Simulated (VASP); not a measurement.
# Si16C (a cell with a defect) in VASP: a series of runs

Si16C (a cell with a defect) is run at these levels: PBEsol; tasks: single point.

Program: VASP 6.6.1. These are calculated values, not measurements. Logs are shortened: lines on timing, memory, paths and dates and some standing lists are left out, and cuts for length are marked.

**1. The cell of the first run**

The cell holds a defect, 17 atoms: a = 7.679 Å, b = 7.679 Å, c = 7.679 Å, α = 60.00°, β = 60.00°, γ = 60.00°.

**2. Single point, PBEsol, collinear spin**

INCAR reads:

```
SYSTEM = Si16C
  ALGO = Normal
  EDIFF = 1E-7
  ENCUT = 520
  GGA = PS
  ISIF = 2
  ISMEAR = -1
  ISPIN = 2
  LASPH = .TRUE.
  LCHARG = .TRUE.
  LELF = .TRUE.
  LORBIT = 11
  LREAL = Auto
  LVHAR = .TRUE.
  LWAVE = .FALSE.
  MAGMOM = 0 0 0 0 0 0 0 0 0 0 0 0 0 0 0 0 1
  NBANDS = 52
  NELM = 150
  PREC = Accurate
  SIGMA = 0.05
```

KPOINTS reads:

```
k-points
0
G
  2 2 2
  0 0 0
```

POSCAR reads:

```
Si16C
1.0
    0.0000000000      5.4300000000      5.4300000000
    5.4300000000      0.0000000000      5.4300000000
    5.4300000000      5.4300000000      0.0000000000
Si C
16 1
Direct
    0.0385911602      0.0018324125     -0.0136924494
    0.1293001842      0.0875506446      0.1755432781
    0.0110313076     -0.0200184162      0.5486556169
    0.1965009208      0.0875506446      0.6159116022
    0.0193830571      0.4664732965      0.0371915285
    0.1066390424      0.6298802947      0.1587569061
   -0.0088305709      0.4572467772      0.5617034991
    0.1313904236      0.6045764273      0.6575782689
    0.4943001842     -0.0264180479      0.0510589319
    0.7296316759      0.2036279926     -0.1295027624
    0.5251381215      0.0986003683      0.2931860037
    0.6203867403      0.0693186004      0.6697421731
    0.4937937385      0.4581215470      0.0873112339
    0.6401104972      0.5921178637      0.1925046041
    0.5064272560      0.4511233886      0.5747513812
    0.6061418048      0.6407642726      0.6913167587
    0.5007550645      0.9476427256      0.5761694291
```

Potentials or basis: VASP PAW PBE potentials, release 64 (Si, C).

On the command line:

```console
cat potpaw_PBE.64/Si/POTCAR potpaw_PBE.64/C/POTCAR > POTCAR
mpirun -np 1 vasp_std > vasp.out
```

OUTCAR:

```text
SYSTEM = Si16C
   EDIFF = 1E-7
   ENCUT = 520
   GGA = PS
   ISIF = 2
   ISMEAR = -1
   ISPIN = 2
   LASPH = .TRUE.
   LORBIT = 11
   LREAL = Auto
   NELM = 150
   PREC = Accurate

 ion  position               nearest neighbor table
   1  0.039  0.002  0.986-   2 2.34   4 2.34   6 2.37  10 2.42
   2  0.129  0.088  0.176-   9 2.29   1 2.34   3 2.34   5 2.38
   3  0.011  0.980  0.549-   4 2.31   2 2.34   8 2.36  12 2.47  10 2.99
   4  0.197  0.088  0.616-  17 1.95   3 2.31   1 2.34   7 2.39  11 2.50  10 3.00
   5  0.019  0.466  0.037-   6 2.35   2 2.38   8 2.38  14 2.39
   6  0.107  0.630  0.159-   5 2.35   1 2.37  13 2.46   7 2.54
   7  0.991  0.457  0.562-   4 2.39   8 2.41  16 2.45   6 2.54  10 2.82
   8  0.131  0.605  0.658-   3 2.36  15 2.37   5 2.38   7 2.41
   9  0.494  0.974  0.051-   2 2.29  14 2.40  12 2.40  10 2.56  11 2.62
  10  0.730  0.204  0.870-   1 2.42   9 2.56  13 2.56  11 2.68  16 2.75  12 2.81   7 2.82  15 2.83
                             3 2.99   4 3.00
  11  0.525  0.099  0.293-  17 1.84  13 2.35   4 2.50   9 2.62  10 2.68
  12  0.620  0.069  0.670-  17 2.10   9 2.40  15 2.41   3 2.47  10 2.81
  13  0.494  0.458  0.087-  11 2.35  14 2.42   6 2.46  16 2.51  10 2.56
  14  0.640  0.592  0.193-   5 2.39  15 2.40   9 2.40  13 2.42
  15  0.506  0.451  0.575-   8 2.37  14 2.40  12 2.41  16 2.57  10 2.83
  16  0.606  0.641  0.691-  17 1.93   7 2.45  13 2.51  15 2.57  10 2.75
  17  0.501  0.948  0.576-  11 1.84  16 1.93   4 1.95  12 2.10

  LATTYP: Found a face centered cubic cell.
 ALAT       =    10.8600000000

  Lattice vectors:

 A1 = (   0.0000000000,   5.4300000000,   5.4300000000)
 A2 = (   5.4300000000,   0.0000000000,   5.4300000000)
 A3 = (   5.4300000000,   5.4300000000,   0.0000000000)

Analysis of symmetry for initial positions (statically):
=====================================================================
 Subroutine PRICEL returns:
 Original cell was already a primitive cell.

 Routine SETGRP: Setting up the symmetry group for a
 face centered cubic supercell.

 Subroutine GETGRP returns: Found  1 space group operations
 (whereof  1 operations were pure point group operations)
 out of a pool of 48 trial point group operations.

The static configuration has the point symmetry C_1 .

Analysis of symmetry for dynamics (positions and initial velocities):
=====================================================================
 Subroutine PRICEL returns:
 Original cell was already a primitive cell.

 Routine SETGRP: Setting up the symmetry group for a
 face centered cubic supercell.

 Subroutine GETGRP returns: Found  1 space group operations
 (whereof  1 operations were pure point group operations)
 out of a pool of 48 trial point group operations.

The dynamic configuration has the point symmetry C_1 .

Analysis of structural, dynamic, and magnetic symmetry:
=====================================================================
 Subroutine PRICEL returns:
 Original cell was already a primitive cell.

 Routine SETGRP: Setting up the symmetry group for a
 face centered cubic supercell.

 Subroutine GETGRP returns: Found  1 space group operations
 (whereof  1 operations were pure point group operations)
 out of a pool of 48 trial point group operations.

The overall configuration has the point symmetry C_1 .

 Subroutine INISYM returns: Found  1 space group operations
 (whereof  1 operations are pure point group operations),
 and found     1 'primitive' translations

----------------------------------------------------------------------------------------

                                     Primitive cell

  volume of cell :     320.2060

  direct lattice vectors                    reciprocal lattice vectors
     0.000000000  5.430000000  5.430000000    -0.092081031  0.092081031  0.092081031
     5.430000000  0.000000000  5.430000000     0.092081031 -0.092081031  0.092081031
     5.430000000  5.430000000  0.000000000     0.092081031  0.092081031 -0.092081031

  length of vectors
     7.679179644  7.679179644  7.679179644     0.159489025  0.159489025  0.159489025

  position of ions in fractional coordinates (direct lattice)
     0.038591160  0.001832413  0.986307551
     0.129300184  0.087550645  0.175543278
     0.011031308  0.979981584  0.548655617
     0.196500921  0.087550645  0.615911602
     0.019383057  0.466473296  0.037191529
     0.106639042  0.629880295  0.158756906
[... 9 lines left out ...]
     0.606141805  0.640764273  0.691316759
     0.500755064  0.947642726  0.576169429

  ion indices of the primitive-cell ions
   primitive index   ion index
                 1           1
                 2           2
                 3           3
                 4           4
                 5           5
                 6           6
[... 9 lines left out ...]
                16          16
                17          17

----------------------------------------------------------------------------------------

 KPOINTS: k-points

Automatic generation of k-mesh.
 Grid dimensions read from file:
 generate k-points for:    2    2    2

 Generating k-lattice:

  Cartesian coordinates                     Fractional coordinates (reciprocal lattice)
    -0.046040516  0.046040516  0.046040516     0.500000000  0.000000000  0.000000000
     0.046040516 -0.046040516  0.046040516     0.000000000  0.500000000  0.000000000
     0.046040516  0.046040516 -0.046040516     0.000000000  0.000000000  0.500000000

  Length of vectors
     0.079744512  0.079744512  0.079744512

  Shift w.r.t. Gamma in fractional coordinates (k-lattice)
     0.000000000  0.000000000  0.000000000

 Subroutine IBZKPT returns following result:
 ===========================================

 Found      8 irreducible k-points:

 Following reciprocal coordinates:
            Coordinates               Weight
  0.000000  0.000000  0.000000      1.000000
  0.500000  0.000000  0.000000      1.000000
  0.000000  0.500000  0.000000      1.000000
  0.000000  0.000000  0.500000      1.000000
  0.500000  0.500000  0.500000      1.000000
  0.500000  0.500000  0.000000      1.000000
  0.000000  0.500000  0.500000      1.000000
  0.500000  0.000000  0.500000      1.000000
   k-points           NKPTS =      8   k-points in BZ     NKDIM =      8   number of bands    NBANDS=     52
[... 6 lines left out ...]
   NGXF,Y,Z  is equivalent  to a cutoff of  25.98, 25.98, 25.98 a.u.
 SYSTEM =  Si16C
   PREC   = accura    normal or accurate (medium, high low for compatibility)
   ISTART =      0    job   : 0-new  1-cont  2-samecut
   ICHARG =      2    charge: 1-file 2-atom 10-const
   ISPIN  =      2    spin polarized calculation?
   LNONCOLLINEAR =      F non collinear calculations
   LSORBIT =      F    spin-orbit coupling
   LASPH  =      T    aspherical Exc in radial PAW
   ENCUT  =  520.0 eV  38.22 Ry    6.18 a.u.  14.28 14.28 14.28*2*pi/ulx,y,z
   NELM   =    150;   NELMIN=  2; NELMDL= -5     # of ELM steps
   EDIFF  = 0.1E-06   stopping-criterion for ELM
   LREAL  =      T    real-space projection
   EDIFFG = 0.1E-05   stopping-criterion for IOM
   NSW    =      0    number of steps for IOM
   IBRION =     -1    ionic relax: 0-MD 1-quasi-New 2-CG
   NFREE  =      0    steps in history (QN), initial steepest desc. (CG)
   ISIF   =      2    stress and relaxation
   ISYM   =      2    0-nonsym 1-usesym 2-fastsym
   POTIM  = 0.5000    time-step for ionic-motion
   TEBEG  =    0.0;   TEEND  =   0.0 temperature during run
   PSTRESS=    0.0 pullay stress
   NELECT =      68.0000    total number of electrons
   NUPDOWN=      -1.0000    fix difference up-down
   EMIN   =  10.00;   EMAX   =-10.00  energy-range for DOS
   EFERMI =   0.00;   METHOD = LEGACY
   ISMEAR =    -1;   SIGMA  =   0.05  broadening in eV -4-tet -1-fermi 0-gaus
   EFERMI_NEDOS =   21; number of points for ismear=-14 and -15
   IALGO  =     38    algorithm
   IMIX   =      4    mixing-type and parameters
     AMIX     =   0.40;   BMIX     =  1.00
     AMIX_MAG =   1.60;   BMIX_MAG =  1.00
  volume/ion in A,a.u.               =      18.84       127.11
  Fermi-wavevector in a.u.,A,eV,Ry     =   0.976715  1.845724 12.979587  0.953973
  Thomas-Fermi vector in A             =   2.107356
   LORBIT       =     11    0 simple, 1 ext, 2 COOP (PROOUT), +10 PAW based schemes
   GGA     = PS    functional components
   LHFCALC =     F    Hartree Fock is set to
   AEXX    =    0.0000 exact exchange contribution
   IVDW    =     0    specifies the selected vdW correction
   LEPSILON=     F    determine dielectric tensor
   LRPA    =     F    only Hartree local field effects (RPA)
 spin polarized calculation
  energy-cutoff  :      520.00
  volume of cell :      320.21
 maximum number of plane-waves:      8646
 NGX is ok and might be reduce to    60
   NGX = 29   NGY = 29   NGZ = 29

 number of electron      68.0000000 magnetization       0.0000129

 number of electron      68.0000000 magnetization      -0.0000181

 Free energy of the ion-electron system (eV)
  ---------------------------------------------------
  ext. energy  EPLUGINS =         0.00000000
  ---------------------------------------------------
  free energy    TOTEN  =       -96.38094396 eV

  energy without entropy =      -96.35920641  energy(sigma->0) =      -96.37007519

 E-fermi :   6.1639     XC(G=0):  -9.7537

 val. band max:        6.1219343757   @ k =   0.0000   0.0000   0.0000
 cond. band min:       6.2054406694   @ k =   0.5000   0.0000   0.5000
 fundamental gap:      0.0835062937
 Fermi energy:         6.1639389238

 spin component 1

 k-point     1 :       0.0000    0.0000    0.0000
  band No.  band energies     occupation
      1      -7.3880      1.00000
      2      -5.4268      1.00000
      3      -3.8473      1.00000
      4      -3.6637      1.00000
      5      -3.5156      1.00000
      6      -3.3743      1.00000
[... 381 lines left out ...]
     45       9.8626      0.00000
     46       9.9292      0.00000
 Fermi energy:         6.1639389238

 spin component 2

 k-point     1 :       0.0000    0.0000    0.0000
  band No.  band energies     occupation
      1      -7.3880      1.00000
      2      -5.4268      1.00000
      3      -3.8473      1.00000
      4      -3.6637      1.00000
      5      -3.5156      1.00000
      6      -3.3743      1.00000
[... 381 lines left out ...]
     45       9.8626      0.00000
     46       9.9292      0.00000
 [bands above 46 left out]

------------------------ aborting loop because EDIFF is reached ----------------------------------------

  FORCE on cell =-STRESS in cart. coord.  units (eV):
  Direction    XX          YY          ZZ          XY          YZ          ZX
  --------------------------------------------------------------------------------------
  -------------------------------------------------------------------------------------
  Total       -7.4739424     -5.5931677     -7.0020366     -0.9768714     -1.0828565     -1.9247878
  in kB      -37.3964905    -27.9858780    -35.0352707     -4.8878570     -5.4181621     -9.6308355
  external PRESSURE =     -33.4725464 kB  Pullay stress =       0.0000000 kB

 VOLUME and BASIS-vectors are now :
 -----------------------------------------------------------------------------
  energy-cutoff  :      520.00
  volume of cell :      320.21
      direct lattice vectors                 reciprocal lattice vectors
     0.000000000  5.430000000  5.430000000    -0.092081031  0.092081031  0.092081031
     5.430000000  0.000000000  5.430000000     0.092081031 -0.092081031  0.092081031
     5.430000000  5.430000000  0.000000000     0.092081031  0.092081031 -0.092081031

 POSITION                                       TOTAL-FORCE (eV/Angst)
 -----------------------------------------------------------------------------------
      5.36560      5.56520      0.21950         0.193602      0.252490     -1.101173
      1.42860      1.65530      1.17750         0.595525     -0.700911      0.440374
      8.30050      3.03910      5.38120        -0.302152     -0.611497     -1.140584
      3.81980      4.41140      1.54240         0.402030      0.533947      0.477894
      2.73490      0.30720      2.63820         0.312973     -0.247219     -0.051012
      4.28230      1.44110      3.99930        -0.164661      0.940522     -0.296276
[... 9 lines left out ...]
      7.23320      7.04520      6.77070        -0.779124     -0.312043     -0.515647
      8.27430      5.84770      7.86480         0.496928      1.195703      0.805937
 -----------------------------------------------------------------------------------
    total drift:                               -0.004668      0.005524      0.005180

  FREE ENERGIE OF THE ION-ELECTRON SYSTEM (eV)
  ---------------------------------------------------
  free  energy   TOTEN  =       -96.3809439633 eV

  energy  without entropy=      -96.3592064088  energy(sigma->0) =      -96.37007519

 total charge

# of ion       s       p       d       tot
------------------------------------------
    1        0.764   0.914   0.000   1.678
    2        0.752   0.942   0.000   1.694
    3        0.743   0.922   0.000   1.664
    4        0.748   0.905   0.000   1.652
    5        0.741   0.934   0.000   1.675
    6        0.757   0.878   0.000   1.634
[... 9 lines left out ...]
   16        0.779   0.798   0.000   1.577
   17        0.878   1.521   0.000   2.400
--------------------------------------------------
tot         13.046  15.556   0.000  28.601

 magnetization (x)

# of ion       s       p       d       tot
------------------------------------------
    1        0.000   0.000   0.000   0.000
    2       -0.000   0.000   0.000   0.000
    3        0.000   0.000   0.000   0.000
    4        0.000  -0.000   0.000  -0.000
    5       -0.000  -0.000   0.000  -0.000
    6        0.000   0.000   0.000   0.000
[... 9 lines left out ...]
   16       -0.000  -0.000   0.000  -0.000
   17       -0.000   0.000   0.000   0.000
--------------------------------------------------
tot         -0.000  -0.000   0.000  -0.000
```

Wall time 14 min (1 thread of Oxide Virtual Turin-like, shared host); peak memory 0.67 GiB.

Results:

```yaml
Free_energy: -96.3809 eV
Pressure: -3.3 GPa
Largest_force: 1.525 eV/Å
Band_gap_on_the_k_mesh: zero (filled and empty bands overlap)
Net_moment: 0.00 μB per cell
Valence_electrons_inside_the_program's_atomic_spheres: Si 1.68, 1.69, 1.66, 1.65, 1.63, 1.62, 1.67, 1.58, 1.61 (each value once); C 2.40
```

Forces on the atoms (eV/Å):
```
Si   0.194  0.252 -1.101
Si   0.596 -0.701  0.440
Si  -0.302 -0.611 -1.141
Si   0.402  0.534  0.478
Si   0.313 -0.247 -0.051
Si  -0.165  0.941 -0.296
Si   0.278 -0.798  1.017
Si  -0.172  0.402 -0.568
Si  -0.132  1.135  0.409
Si   0.267  0.323 -0.058
Si  -1.263 -0.825 -0.032
Si  -0.290 -0.320 -0.328
Si   0.404 -0.710  0.522
Si  -0.216 -0.047 -0.203
Si   0.368 -0.212  0.622
Si  -0.779 -0.312 -0.516
C    0.497  1.196  0.806
```

Stress tensor (GPa, compression positive):
```
-3.74 -0.49 -0.96
-0.49 -2.80 -0.54
-0.96 -0.54 -3.50
```

Caveat: the k points lie up to 0.50 Å⁻¹ apart; the PAW data sets were made with another functional, which shifts forces and pressure a little.

**3. Single point, PBEsol, collinear spin**

INCAR reads:

```
  PREC = Accurate
  ENCUT = 520
  EDIFF = 1E-7
  ISMEAR = -1
  SIGMA = 0.05
  LREAL = Auto
  LASPH = T
  NELM = 150
  ALGO = Normal
  ISIF = 2
  LWAVE = F
  LCHARG = T
  ISPIN = 2
  MAGMOM = 0 0 0 0 0 0 0 0 0 0 0 0 0 0 0 0 1
  LORBIT = 11
  GGA = PS
  LELF = T
  LVHAR = T
  NBANDS = 52
```

KPOINTS reads:

```
regular mesh
0
Gamma
  2 2 2
```

POSCAR reads:

```
Si16C
1.0
    0.0000000000      5.4300000000      5.4300000000
    5.4300000000      0.0000000000      5.4300000000
    5.4300000000      5.4300000000      0.0000000000
Si C
16 1
Direct
   -0.0091988950     -0.0303591160      0.0599723757
    0.1349263352      0.0989042357      0.1694014733
    0.0041528545     -0.0275230203      0.5433425414
    0.1625230203      0.0894290976      0.6649171271
   -0.0082044199      0.4867863720      0.0522928177
    0.1313443831      0.5954327808      0.1714732965
   -0.0124953959      0.4759944751      0.5618692449
    0.1270626151      0.5987753223      0.6764548803
    0.4997053407     -0.0390607735      0.0723020258
    0.7615653775      0.2080294659     -0.1645672192
    0.6123848987      0.0553499079      0.2511325967
    0.6021639042      0.0810036832      0.6794383057
    0.5170073665      0.4830478821      0.0225138122
    0.6175598527      0.5860313076      0.1961970534
    0.4986740331      0.4618600368      0.5706813996
    0.6113443831      0.6687476980      0.6450276243
    0.4760128913      0.9706906077      0.5752762431
```

Potentials or basis: VASP PAW PBE potentials, release 64 (Si, C).

On the command line:

```console
cat potpaw_PBE.64/Si/POTCAR potpaw_PBE.64/C/POTCAR > POTCAR
mpirun -np 1 vasp_std > vasp.out
```

Run time: 16 min. Hardware: 1 thread of Oxide Virtual Turin-like, shared host; peak memory 0.68 GiB.

The run converged. Its results:

```yaml
Free_energy: -96.8036 eV
Pressure: -4.1 GPa
Largest_force: 1.294 eV/Å
Band_gap_on_the_k_mesh: zero (filled and empty bands overlap)
Net_moment: 0.00 μB per cell
Valence_electrons_inside_the_program's_atomic_spheres: Si 1.65, 1.68, 1.64, 1.58, 1.69, 1.67, 1.59, 1.56, 1.63, 1.60 (each value once); C 2.34
```

Forces in eV/Å, atoms in the order of the input:
```
Si   0.078  0.484  0.373
Si   0.576 -0.871 -0.161
Si   0.836 -0.074 -0.252
Si  -0.538  0.269  0.103
Si  -0.584  0.236 -0.501
Si   0.125  0.700  0.050
Si  -0.529 -0.054  0.437
Si   0.128 -0.038 -0.288
Si  -0.384  0.111  0.759
Si   0.132 -0.933 -0.215
Si   0.640 -0.138 -0.347
Si  -0.520  0.041 -0.267
Si   0.364  0.335 -0.787
Si  -0.353 -0.166  0.144
Si   0.152  0.309  0.362
Si  -0.310 -0.196 -0.690
C    0.186 -0.015  1.280
```

Stress tensor (GPa, compression positive):
```
-4.17 -0.81 -0.64
-0.81 -3.67 -0.21
-0.64 -0.21 -4.58
```

Levels at points of the mesh, in eV from the Fermi level:
Spin up:
| k point | band 31 | band 32 | band 33 | band 34 | band 35 | band 36 | band 37 | band 38 |
| --- | --- | --- | --- | --- | --- | --- | --- | --- |
| (0.00, 0.00, 0.00) | -0.79 | -0.64 | -0.50 | -0.19 | -0.10 | 0.21 | 0.26 | 0.37 |
| (0.50, 0.00, 0.00) | -1.19 | -0.92 | -0.85 | -0.16 | 0.17 | 0.81 | 1.15 | 1.24 |
| (0.00, 0.50, 0.00) | -1.30 | -0.91 | -0.77 | -0.06 | 0.30 | 0.82 | 1.08 | 1.14 |
| (0.00, 0.00, 0.50) | -1.20 | -1.04 | -0.81 | -0.11 | 0.42 | 0.70 | 1.04 | 1.23 |
| (0.50, 0.50, 0.50) | -1.23 | -0.93 | -0.84 | 0.00 | 0.25 | 0.49 | 1.11 | 1.21 |
| (0.50, 0.50, 0.00) | -1.52 | -1.39 | -1.26 | -0.31 | 0.84 | 1.28 | 1.40 | 1.49 |
| (0.00, 0.50, 0.50) | -1.52 | -1.42 | -1.38 | -0.14 | 0.74 | 1.27 | 1.42 | 1.43 |
| (0.50, 0.00, 0.50) | -1.54 | -1.34 | -1.26 | -0.32 | 0.91 | 1.15 | 1.41 | 1.52 |
Spin down:
| k point | band 31 | band 32 | band 33 | band 34 | band 35 | band 36 | band 37 | band 38 |
| --- | --- | --- | --- | --- | --- | --- | --- | --- |
| (0.00, 0.00, 0.00) | -0.79 | -0.64 | -0.50 | -0.19 | -0.10 | 0.21 | 0.26 | 0.37 |
| (0.50, 0.00, 0.00) | -1.19 | -0.92 | -0.85 | -0.16 | 0.17 | 0.81 | 1.15 | 1.24 |
| (0.00, 0.50, 0.00) | -1.30 | -0.91 | -0.77 | -0.06 | 0.30 | 0.82 | 1.08 | 1.14 |
| (0.00, 0.00, 0.50) | -1.20 | -1.04 | -0.81 | -0.11 | 0.42 | 0.70 | 1.04 | 1.23 |
| (0.50, 0.50, 0.50) | -1.23 | -0.93 | -0.84 | 0.00 | 0.25 | 0.49 | 1.11 | 1.21 |
| (0.50, 0.50, 0.00) | -1.52 | -1.39 | -1.26 | -0.31 | 0.84 | 1.28 | 1.40 | 1.49 |
| (0.00, 0.50, 0.50) | -1.52 | -1.42 | -1.38 | -0.14 | 0.74 | 1.27 | 1.42 | 1.43 |
| (0.50, 0.00, 0.50) | -1.54 | -1.34 | -1.26 | -0.32 | 0.91 | 1.15 | 1.41 | 1.52 |

Caveat: the k points lie up to 0.50 Å⁻¹ apart; the PAW data sets were made with another functional, which shifts forces and pressure a little.

The gap in the log of VASP goes by the Fermi energy; the results here count the filled bands.